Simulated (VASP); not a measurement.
# Ru (P6/mmm) in VASP: single point with r2SCAN

Aim: the single point of Ru with r2SCAN.

Everything below comes from runs of VASP 6.6.1. Logs are shortened: lines on timing, memory, paths and dates and some standing lists are left out, and cuts for length are marked.

### 1 The cell of the first run

It takes space group P6/mmm (No. 191, hexagonal). Conventional cell: a = 4.295 Å, b = 4.295 Å, c = 2.699 Å, α = 90.00°, β = 90.00°, γ = 120.00°. Within 3.6 Å of Ru (site symmetry 6/mmm) lie 14 Ru at 2.70 to 2.82 Å. Ru (site symmetry -6m2) has 11 Ru at 2.48 to 2.82 Å within 3.3 Å.

### 2 Single point, r2SCAN, collinear spin, ferromagnetic start (volume scaled by 1.04)

The input, POSCAR:

```
Ru
1.0
    4.2950078560      0.0000000000      0.0000000000
   -2.1475039280      3.7195859127      0.0000000000
    0.0000000000      0.0000000000      2.6989231952
Ru
3
Direct
    0.0000000000      0.0000000000      0.0000000000
    0.3333333333      0.6666666667      0.5000000000
    0.6666666667      0.3333333333      0.5000000000
```

The input, INCAR.step1:

```
SYSTEM = Ru
ALGO = Normal
EDIFF = 1E-4
ENCUT = 520
GGA = PE
ISMEAR = -1
ISPIN = 2
LASPH = .True.
LCHARG = .False.
LMAXMIX = 4
LREAL = .False.
LWAVE = .True.
MAGMOM = 1 1 1
NBANDS = 32
NELM = 150
PREC = Accurate
SIGMA = 0.05
```

The input, INCAR.step2:

```
SYSTEM = Ru
ALGO = Normal
EDIFF = 1E-6
ENCUT = 520
ISIF = 2
ISMEAR = -1
ISPIN = 2
ISTART = 1
LASPH = .True.
LCHARG = .True.
LELF = .True.
LMAXMIX = 4
LMIXTAU = .True.
LORBIT = 11
LREAL = .False.
LVHAR = .True.
LWAVE = .False.
MAGMOM = 1 1 1
METAGGA = R2SCAN
NBANDS = 32
NELM = 150
PREC = Accurate
SIGMA = 0.05
```

The input, KPOINTS:

```
k-points
0
Gamma
  10 10 13
  0 0 0
```

Potentials or basis: VASP PAW PBE potentials, release 64 (Ru_pv).

Run with:

```sh
cat potpaw_PBE.64/Ru_pv/POTCAR > POTCAR
cp INCAR.step1 INCAR
mpirun -np 1 vasp_std > vasp.out
cp INCAR.step2 INCAR
mpirun -np 1 vasp_std > vasp.out
```

OUTCAR:

```text
SYSTEM = Ru
   EDIFF = 1E-6
   ENCUT = 520
   ISIF = 2
   ISMEAR = -1
   ISPIN = 2
   ISTART = 1
   LASPH = .True.
   LORBIT = 11
   LREAL = .False.
   METAGGA = R2SCAN
   NELM = 150
   PREC = Accurate

 ion  position               nearest neighbor table
   1  0.000  0.000  0.000-   2 2.82   3 2.82   2 2.82   3 2.82   2 2.82   2 2.82   3 2.82   3 2.82
                             3 2.82   3 2.82   2 2.82   2 2.82
   2  0.333  0.667  0.500-   3 2.48   3 2.48   3 2.48   1 2.82   1 2.82   1 2.82   1 2.82   1 2.82
                             1 2.82
   3  0.667  0.333  0.500-   2 2.48   2 2.48   2 2.48   1 2.82   1 2.82   1 2.82   1 2.82   1 2.82
                             1 2.82

  LATTYP: Found a hexagonal cell.
 ALAT       =     4.2950078560
 C/A-ratio  =     0.6283860905

  Lattice vectors:

 A1 = (   4.2950078560,   0.0000000000,   0.0000000000)
 A2 = (  -2.1475039280,   3.7195859127,   0.0000000000)
 A3 = (   0.0000000000,   0.0000000000,   2.6989231952)

Analysis of symmetry for initial positions (statically):
=====================================================================
 Subroutine PRICEL returns:
 Original cell was already a primitive cell.

 Routine SETGRP: Setting up the symmetry group for a
 hexagonal supercell.

 Subroutine GETGRP returns: Found 24 space group operations
 (whereof 24 operations were pure point group operations)
 out of a pool of 24 trial point group operations.

The static configuration has the point symmetry D_6h.

Analysis of symmetry for dynamics (positions and initial velocities):
=====================================================================
 Subroutine PRICEL returns:
 Original cell was already a primitive cell.

 Routine SETGRP: Setting up the symmetry group for a
 hexagonal supercell.

 Subroutine GETGRP returns: Found 24 space group operations
 (whereof 24 operations were pure point group operations)
 out of a pool of 24 trial point group operations.

The dynamic configuration has the point symmetry D_6h.

Analysis of structural, dynamic, and magnetic symmetry:
=====================================================================
 Subroutine PRICEL returns:
 Original cell was already a primitive cell.

 Routine SETGRP: Setting up the symmetry group for a
 hexagonal supercell.

 Subroutine GETGRP returns: Found 24 space group operations
 (whereof 24 operations were pure point group operations)
 out of a pool of 24 trial point group operations.

The overall configuration has the point symmetry D_6h.

 Subroutine INISYM returns: Found 24 space group operations
 (whereof 24 operations are pure point group operations),
 and found     1 'primitive' translations

----------------------------------------------------------------------------------------

                                     Primitive cell

  volume of cell :      43.1171

  direct lattice vectors                    reciprocal lattice vectors
     4.295007856  0.000000000  0.000000000     0.232828445  0.134423565  0.000000000
    -2.147503928  3.719585913  0.000000000     0.000000000  0.268847131  0.000000000
     0.000000000  0.000000000  2.698923195     0.000000000  0.000000000  0.370518139

  length of vectors
     4.295007856  4.295007856  2.698923195     0.268847131  0.268847131  0.370518139

  position of ions in fractional coordinates (direct lattice)
     0.000000000  0.000000000  0.000000000
     0.333333333  0.666666667  0.500000000
     0.666666667  0.333333333  0.500000000

  ion indices of the primitive-cell ions
   primitive index   ion index
                 1           1
                 2           2
                 3           3

----------------------------------------------------------------------------------------

 KPOINTS: k-points

Automatic generation of k-mesh.
 Grid dimensions read from file:
 generate k-points for:   10   10   13

 Generating k-lattice:

  Cartesian coordinates                     Fractional coordinates (reciprocal lattice)
     0.023282844  0.013442357  0.000000000     0.100000000 -0.000000000  0.000000000
     0.000000000  0.026884713  0.000000000     0.000000000  0.100000000  0.000000000
     0.000000000  0.000000000  0.028501395     0.000000000  0.000000000  0.076923077

  Length of vectors
     0.026884713  0.026884713  0.028501395

  Shift w.r.t. Gamma in fractional coordinates (k-lattice)
     0.000000000  0.000000000  0.000000000

 Subroutine IBZKPT returns following result:
 ===========================================

 Found     98 irreducible k-points:

 Following reciprocal coordinates:
            Coordinates               Weight
  0.000000  0.000000  0.000000      1.000000
  0.100000  0.000000  0.000000      6.000000
  0.200000  0.000000  0.000000      6.000000
  0.300000  0.000000  0.000000      6.000000
  0.400000  0.000000  0.000000      6.000000
  0.500000 -0.000000  0.000000      3.000000
[... 16 lines left out ...]
  0.300000  0.100000  0.076923     24.000000
  0.400000  0.100000  0.076923     24.000000
 [... further k-points ...]
   k-points           NKPTS =     98   k-points in BZ     NKDIM =     98   number of bands    NBANDS=     32
   number of dos      NEDOS =    301   number of ions     NIONS =      3
   total plane-waves  NPLWV =  20480
   dimension x,y,z NGX =    32 NGY =   32 NGZ =   20
   dimension x,y,z NGXF=    64 NGYF=   64 NGZF=   40
   ions per type =               3
   NGX,Y,Z   is equivalent  to a cutoff of  12.39, 12.39, 12.32 a.u.
   NGXF,Y,Z  is equivalent  to a cutoff of  24.77, 24.77, 24.64 a.u.
 SYSTEM =  Ru
   PREC   = accura    normal or accurate (medium, high low for compatibility)
   ISTART =      1    job   : 0-new  1-cont  2-samecut
   ICHARG =      0    charge: 1-file 2-atom 10-const
   ISPIN  =      2    spin polarized calculation?
   LNONCOLLINEAR =      F non collinear calculations
   LSORBIT =      F    spin-orbit coupling
   LASPH  =      T    aspherical Exc in radial PAW
   ENCUT  =  520.0 eV  38.22 Ry    6.18 a.u.   7.99  7.99  5.02*2*pi/ulx,y,z
   NELM   =    150;   NELMIN=  2; NELMDL=  0     # of ELM steps
   EDIFF  = 0.1E-05   stopping-criterion for ELM
   LREAL  =      F    real-space projection
   EDIFFG = 0.1E-04   stopping-criterion for IOM
   NSW    =      0    number of steps for IOM
   IBRION =     -1    ionic relax: 0-MD 1-quasi-New 2-CG
   NFREE  =      0    steps in history (QN), initial steepest desc. (CG)
   ISIF   =      2    stress and relaxation
   ISYM   =      2    0-nonsym 1-usesym 2-fastsym
   POTIM  = 0.5000    time-step for ionic-motion
   TEBEG  =    0.0;   TEEND  =   0.0 temperature during run
   PSTRESS=    0.0 pullay stress
   NELECT =      42.0000    total number of electrons
   NUPDOWN=      -1.0000    fix difference up-down
   EMIN   =  10.00;   EMAX   =-10.00  energy-range for DOS
   EFERMI =   0.00;   METHOD = LEGACY
   ISMEAR =    -1;   SIGMA  =   0.05  broadening in eV -4-tet -1-fermi 0-gaus
   EFERMI_NEDOS =   21; number of points for ismear=-14 and -15
   IALGO  =     38    algorithm
   IMIX   =      4    mixing-type and parameters
     AMIX     =   0.40;   BMIX     =  1.00
     AMIX_MAG =   1.60;   BMIX_MAG =  1.00
  volume/ion in A,a.u.               =      14.37        96.99
  Fermi-wavevector in a.u.,A,eV,Ry     =   1.622837  3.066717 35.832302  2.633600
  Thomas-Fermi vector in A             =   2.716385
   LORBIT       =     11    0 simple, 1 ext, 2 COOP (PROOUT), +10 PAW based schemes
   METAGGA = R2SCAN    functional components
   LHFCALC =     F    Hartree Fock is set to
   AEXX    =    0.0000 exact exchange contribution
   IVDW    =     0    specifies the selected vdW correction
   LEPSILON=     F    determine dielectric tensor
   LRPA    =     F    only Hartree local field effects (RPA)
 spin polarized calculation
  energy-cutoff  :      520.00
  volume of cell :       43.12
 maximum number of plane-waves:      1181
 NGX is ok and might be reduce to    32
   NGX = 15   NGY = 15   NGZ = 11

 number of electron      42.0000010 magnetization      -0.0000154

 Free energy of the ion-electron system (eV)
  ---------------------------------------------------
  ext. energy  EPLUGINS =         0.00000000
  ---------------------------------------------------
  free energy    TOTEN  =       -75.45483400 eV

  energy without entropy =      -75.42993426  energy(sigma->0) =      -75.44238413

 E-fermi :  11.9010     XC(G=0): -14.9784

 val. band max:       11.8896675985   @ k =   0.1000   0.0000   0.2308
 cond. band min:      11.9110553119   @ k =   0.4000   0.2000   0.3846
 fundamental gap:      0.0213877134
 Fermi energy:        11.9010416867

 spin component 1

 k-point     1 :       0.0000    0.0000    0.0000
  band No.  band energies     occupation
      1     -33.0398      1.00000
      2     -33.0398      1.00000
      3     -32.6350      1.00000
      4     -32.6350      1.00000
      5     -32.3660      1.00000
      6     -32.1210      1.00000
[... 24 lines left out ...]
     31      21.4018      0.00000
     32      21.4018      0.00000

 k-point     2 :       0.1000    0.0000    0.0000
  band No.  band energies     occupation
      1     -33.0643      1.00000
      2     -33.0427      1.00000
      3     -32.6047      1.00000
      4     -32.5984      1.00000
      5     -32.3588      1.00000
      6     -32.1250      1.00000
[... 24 lines left out ...]
     31      21.9163      0.00000
     32      22.8550      0.00000
[... 733 lines left out ...]
     31      22.7570      0.00000
     32      25.6916      0.00000

 k-point    24 :       0.4000    0.1000    0.0769
  band No.  band energies     occupation
      1     -33.1933      1.00000
      2     -32.8710      1.00000
      3     -32.5942      1.00000
      4     -32.3640      1.00000
      5     -32.3410      1.00000
      6     -32.2611      1.00000
[... 24 lines left out ...]
     31      22.8273      0.00000
     32      26.9040      0.00000

 [... further k-points ...]

 spin component 2

 k-point     1 :       0.0000    0.0000    0.0000
  band No.  band energies     occupation
      1     -33.0398      1.00000
      2     -33.0398      1.00000
      3     -32.6350      1.00000
      4     -32.6350      1.00000
      5     -32.3660      1.00000
      6     -32.1210      1.00000
[... 24 lines left out ...]
     31      21.4018      0.00000
     32      21.4018      0.00000

 k-point     2 :       0.1000    0.0000    0.0000
  band No.  band energies     occupation
      1     -33.0643      1.00000
      2     -33.0427      1.00000
      3     -32.6047      1.00000
      4     -32.5984      1.00000
      5     -32.3588      1.00000
      6     -32.1250      1.00000
[... 24 lines left out ...]
     31      21.9163      0.00000
     32      22.8550      0.00000
[... 733 lines left out ...]
     31      22.7570      0.00000
     32      25.6916      0.00000

 k-point    24 :       0.4000    0.1000    0.0769
  band No.  band energies     occupation
      1     -33.1933      1.00000
      2     -32.8710      1.00000
      3     -32.5942      1.00000
      4     -32.3640      1.00000
      5     -32.3410      1.00000
      6     -32.2611      1.00000
[... 24 lines left out ...]
     31      22.8273      0.00000
     32      26.9040      0.00000

 [... further k-points ...]
[... 5 lines left out ...]
  --------------------------------------------------------------------------------------
  -------------------------------------------------------------------------------------
  Total       -2.9202274     -2.9202274     -2.4073276      0.0000000      0.0000000      0.0000000
  in kB     -108.5121016   -108.5121016    -89.4533668      0.0000000      0.0000000      0.0000000
  external PRESSURE =    -102.1591900 kB  Pullay stress =       0.0000000 kB

 VOLUME and BASIS-vectors are now :
 -----------------------------------------------------------------------------
  energy-cutoff  :      520.00
  volume of cell :       43.12
      direct lattice vectors                 reciprocal lattice vectors
     4.295007856  0.000000000  0.000000000     0.232828445  0.134423565  0.000000000
    -2.147503928  3.719585913  0.000000000     0.000000000  0.268847131  0.000000000
     0.000000000  0.000000000  2.698923195     0.000000000  0.000000000  0.370518139

 POSITION                                       TOTAL-FORCE (eV/Angst)
 -----------------------------------------------------------------------------------
      0.00000      0.00000      0.00000         0.000000      0.000000      0.000000
     -0.00000      2.47972      1.34946        -0.000000     -0.000000      0.000000
      2.14750      1.23986      1.34946         0.000000      0.000000     -0.000000
 -----------------------------------------------------------------------------------
    total drift:                               -0.000000      0.000000      0.000000

  FREE ENERGIE OF THE ION-ELECTRON SYSTEM (eV)
  ---------------------------------------------------
  free  energy   TOTEN  =       -75.4548339963 eV

  energy  without entropy=      -75.4299342624  energy(sigma->0) =      -75.44238413

 total charge

# of ion       s       p       d       tot
------------------------------------------
    1        0.368   6.263   5.885  12.515
    2        0.404   6.291   5.948  12.644
    3        0.404   6.291   5.948  12.644
--------------------------------------------------
tot          1.177  18.845  17.781  37.804

 magnetization (x)

# of ion       s       p       d       tot
------------------------------------------
    1        0.000   0.000   0.000   0.000
    2       -0.000  -0.000  -0.000  -0.000
    3       -0.000  -0.000  -0.000  -0.000
--------------------------------------------------
tot         -0.000  -0.000  -0.000  -0.000
```

Run time: 3.9 min. Hardware: 1 thread of Intel Xeon 6975P-C (Granite Rapids), shared host; peak memory 0.3 GiB.

Results:

```
Free energy                                           : -75.4548 eV
Pressure                                              : -10.2 GPa
Band gap on the k mesh                                : zero (filled and empty bands overlap)
Net moment                                            : 0.00 μB per cell
Valence electrons inside the program's atomic spheres : Ru 12.52, 12.64
```

Stress tensor (GPa, compression positive):
```
-10.85   0.00   0.00
  0.00 -10.85   0.00
  0.00   0.00  -8.95
```

Levels at points of the mesh, in eV from the Fermi level:
Spin up:
```tsv
k point	band 17	band 18	band 19	band 20	band 21	band 22	band 23	band 24	band 25	band 26
(0.00, 0.00, 0.00)	-2.80	-2.12	-2.12	-1.40	-1.40	-1.31	-1.31	1.64	1.64	8.32
(0.50, 0.00, 0.00)	-2.55	-2.50	-1.14	-1.08	0.37	0.78	0.80	0.83	1.29	1.36
```
Spin down:
```tsv
k point	band 19	band 20	band 21	band 22	band 23	band 24
(0.00, 0.00, 0.00)	-2.12	-1.40	-1.40	-1.31	-1.31	1.64
(0.50, 0.00, 0.00)	-1.14	-1.08	0.37	0.78	0.80	0.83
```

Caveat: the PAW data sets were made with another functional, which shifts forces and pressure a little.
